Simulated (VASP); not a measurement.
Si3Ni7, 20 atoms in the cell. The cell holds an amorphous packing of atoms, 20 atoms: a = 6.320 Å, b = 6.282 Å, c = 6.318 Å, α = 88.06°, β = 91.77°, γ = 89.07°. 

```yaml
Program: VASP 6.6.1
Task: single point
Functional: PBE
Potentials_or_basis: VASP PAW PBE potentials, release 64 (Ni, Si)
Cutoff: 520 eV
k_mesh: 1 × 1 × 1, shifted
Occupations: fermi-dirac, width 0.1543 eV
Spin: no spin polarisation
Dipole_correction: no
Further_INCAR_settings: LREAL = Auto; ALGO = Normal; EDIFF = 1e-07; NBANDS = 98; ISYM = 0
```

Potentials or basis: VASP PAW PBE potentials, release 64 (Ni, Si).

Launch:

```sh
$ cat potpaw_PBE.64/Ni/POTCAR potpaw_PBE.64/Si/POTCAR > POTCAR
$ mpirun -np 1 vasp_std > vasp.out
```

Hardware: 1 thread of Intel(R) Xeon(R) Platinum 8488C (Sapphire Rapids), with other jobs on the host.

**Question.** How long does it take, and how much memory?

**Answer.** It took 2.6 min on 1 thread of Intel(R) Xeon(R) Platinum 8488C (Sapphire Rapids) (shared host), peak memory 0.32 GiB. Counts: scf iterations 29, k points 1.
